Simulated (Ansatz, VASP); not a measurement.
## One calculation of MgS, two programs

```xyz
2
Lattice="0.0000 2.8486 2.8486 2.8486 0.0000 2.8486 2.8486 2.8486 0.0000" Properties=species:S:1:pos:R:3 pbc="T T T"
Mg    0.0000    0.0000    0.0000
S     1.4243    1.4243    1.4243
```

Alike in both runs: functional PBE; k mesh 8 × 8 × 8; no spin polarisation.

Ansatz relaxed the structure, and its values are those at the end. VASP's run is a single point on that final structure, the one shown.

|  | VASP | Ansatz |
| --- | --- | --- |
| version | VASP 6.6.1 | Ansatz 0.2.0 |
| potentials or method | VASP PAW PBE potentials, release 64 (Mg, S), cutoff 600 eV | scalar-relativistic, plane waves, PAW |
| occupations | gaussian, width 0.01 eV | fixed |
| valence electrons in the cell | 8 | 16 |

VASP gave:

| Property | Result |
| --- | --- |
| gap on the k mesh at the Fermi level (eV) | 3.37 |
| least direct gap on the mesh (eV) | 3.37 |
| pressure (GPa) | -0.1 |

Problem. Estimate Ansatz's values.

Solution. gap on the k mesh at the Fermi level (eV): 3.37; least direct gap on the mesh (eV): 3.37; pressure (GPa): 0.0.

VASP's potentials hold 8 valence electrons a cell and Ansatz's 16, so a difference there can come from the potentials and not from the codes.
